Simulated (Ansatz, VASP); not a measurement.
## Two plane-wave programs on SiO2

Contents of INCAR:

```
PREC     = Accurate       # precision mode
ENCUT    = 910            # plane-wave cutoff, eV
EDIFF    = 1E-6           # SCF threshold, eV
ISMEAR   = 0              # smearing method
SIGMA    = 0.05           # smearing width, eV
LREAL    = F              # projectors in reciprocal space
LASPH    = T              # aspherical terms in the spheres
NELM     = 120            # most SCF steps
ALGO     = Normal         # electronic algorithm
ISIF     = 2              # what is computed and relaxed
LWAVE    = F              # write WAVECAR
LCHARG   = T              # write CHGCAR
GGA      = PE             # functional
LELF     = T              # ELF
LVHAR    = T            
NBANDS   = 25             # bands
GGA_COMPAT= F
```

The input KPOINTS:

```
Automatic mesh
0
Gamma
  6 6 8
```

Contents of POSCAR:

```
SiO2
1.0
    4.2361165343      0.0000000000      0.0000000000
    0.0000000000      4.2361165343      0.0000000000
    0.0000000000      0.0000000000      2.4752398578
Si O
2 4
Direct
    0.5000000000      0.5000000000      0.5000000000
    0.0000000000      0.0000000000      0.0000000000
    0.6930152167      0.6930152167      0.0000000000
    0.1930152167      0.8069847833      0.5000000000
    0.3069847833      0.3069847833      0.0000000000
    0.8069847833      0.1930152167      0.5000000000
```

Input for Ansatz:

```yaml
crystal:
  lattice:
    - [4.2361165343, 0.0, 0.0]
    - [0.0, 4.2361165343, 0.0]
    - [0.0, 0.0, 2.4752398578]
  atoms:
    - { symbol: Si, position: [0.5, 0.5, 0.5] }
    - { symbol: Si, position: [0.0, 0.0, 0.0] }
    - { symbol: O, position: [0.6930152167, 0.6930152167, 0.0] }
    - { symbol: O, position: [0.1930152167, 0.8069847833, 0.5] }
    - { symbol: O, position: [0.3069847833, 0.3069847833, 0.0] }
    - { symbol: O, position: [0.8069847833, 0.1930152167, 0.5] }
basis:
  ecutwfc: 420
kpoints:
  mp_grid: { grid: [6, 6, 8] }
hamiltonian:
  xc: pbe
scf:
  occupations: { method: gaussian, width: 0.05 }
output:
  forces: true
  stress: true
  eigenvalues: true
```

Change from the starting cell: strain +0.000 along x and y, -0.080 along z, atoms carried along.

Alike in both runs: task single point; functional PBE; k mesh 6 × 6 × 8; occupations gaussian, width 0.05 eV; no spin polarisation.

|  | VASP | Ansatz |
| --- | --- | --- |
| version | VASP 6.6.1 | Ansatz 0.2.0 |
| potentials or method | VASP PAW PBE potentials, release 64 (Si, O_h), cutoff 910 eV | scalar-relativistic, plane waves, PAW |
| valence electrons in the cell | 32 | 32 |

VASP gave:

```
gap on the k mesh at the Fermi level (eV) : 6.75
least direct gap on the mesh (eV)         : 6.75
rms of the force components (eV/Å)        : 0.141
```

Task: Estimate Ansatz's values.

Result: gap on the k mesh at the Fermi level (eV): 6.74; least direct gap on the mesh (eV): 6.74; rms of the force components (eV/Å): 0.134.

Atom by atom the forces differ by 0.006 eV/Å (rms over components).

Noted on VASP's run: the cutoff is short for stress, so the pressure is rough.
